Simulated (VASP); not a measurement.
Wanted: the native input for a VASP 6.6.1 run.

```
Task                   : single point
Functional             : r2SCAN
Potentials or basis    : VASP PAW PBE potentials, release 64 (B, N)
Cutoff                 : 520 eV
k mesh                 : 12 × 12 × 6
Occupations            : gaussian, width 0.01 eV
Spin                   : no spin polarisation
Dipole correction      : no
Further INCAR settings : ALGO = Normal; EDIFF = 1e-07; NBANDS = 16
```

The system is BN.

```xyz
4
Lattice="2.5439 0.0000 0.0000 -1.2720 2.2031 0.0000 0.0000 0.0000 4.2078" Properties=species:S:1:pos:R:3 pbc="T T T"
B     0.0000    1.4688    0.0009
B     1.2720    0.7344    2.1048
N     0.0000    1.4688    1.5771
N     1.2720    0.7344    3.6810
```

One way to write it, as run:

POSCAR

```
BN
1.0
    2.5439499996      0.0000000000      0.0000000000
   -1.2719749998      2.2031253256      0.0000000000
    0.0000000000      0.0000000000      4.2078153415
B N
2 2
Direct
    0.3333333333      0.6666666667      0.0002034650
    0.6666666667      0.3333333333      0.5002034650
    0.3333333333      0.6666666667      0.3747965350
    0.6666666667      0.3333333333      0.8747965350
```

INCAR.step1

```
SYSTEM = BN
PREC = Accurate
ENCUT = 520
ISMEAR = 0
SIGMA = 0.01
LREAL = .False.
LASPH = .True.
NELM = 60
NBANDS = 16
GGA = PE
ALGO = Normal
EDIFF = 1E-4
LWAVE = .True.
LCHARG = .False.
```

INCAR.step2

```
SYSTEM = BN
PREC = Accurate
ENCUT = 520
EDIFF = 1E-7
ISMEAR = 0
SIGMA = 0.01
LREAL = .False.
LASPH = .True.
NELM = 60
ALGO = Normal
ISIF = 2
LWAVE = .False.
LCHARG = .False.
METAGGA = R2SCAN
LMIXTAU = .True.
NBANDS = 16
ISTART = 1
```

KPOINTS

```
Automatic mesh
0
Gamma
  12 12 6
  0 0 0
```

Potentials or basis: VASP PAW PBE potentials, release 64 (B, N).

The run is started by

```console
$ cat potpaw_PBE.64/B/POTCAR potpaw_PBE.64/N/POTCAR > POTCAR
$ cp INCAR.step1 INCAR
$ mpirun -np 1 vasp_std > vasp.out
$ cp INCAR.step2 INCAR
$ mpirun -np 1 vasp_std > vasp.out
```

Results of the run:

The pressure is 1.1 GPa. The band gap on the k mesh is 5.72 eV (least direct gap 8.98 eV).

Caveat: the PAW data sets were made with another functional, which shifts forces and pressure a little.

Wall time 2.5 min on 1 thread of Intel Xeon 8259CL (shared host), peak memory 0.15 GiB.
